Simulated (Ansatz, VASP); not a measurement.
Two plane-wave programs on TiO2

```
Ti O
1.0
     4.49765   -1.49392    0.00000
     4.49765    1.49392    0.00000
    -0.88269    0.00000    5.08413
Ti O
2 4
Direct
  0.27343 0.27343 0.26228
  0.72657 0.72657 0.73772
  0.64306 0.64306 0.38162
  0.13908 0.13908 0.88555
  0.35694 0.35694 0.61838
  0.86092 0.86092 0.11445
```

Change from the starting cell: the structure that the rattled cell fell into.

Alike in both runs: task single point; functional PBE; dispersion D3(BJ); k mesh 6 × 6 × 4; occupations gaussian, width 0.1 eV; no spin polarisation.

```csv
,VASP,Ansatz
version,VASP 6.6.1,Ansatz 0.2.0
potentials or method,"VASP PAW PBE potentials, release 64 (Ti_sv, O), cutoff 520 eV","scalar-relativistic, plane waves, PAW"
valence electrons in the cell,48,48
```

Ansatz gave:

* gap on the k mesh at the Fermi level (eV): 2.74
* least direct gap on the mesh (eV): 2.78
* pressure (GPa): 0.0
* traceless stress, the component that is largest in VASP (GPa): 0.01
* rms of the force components (eV/Å): 0.001

Question: Which values does VASP return?

Answer: gap on the k mesh at the Fermi level (eV): 2.72; least direct gap on the mesh (eV): 2.75; pressure (GPa): 0.7; traceless stress, the component that is largest in VASP (GPa): -0.42; rms of the force components (eV/Å): 0.038.

Atom by atom the forces differ by 0.037 eV/Å (rms over components).
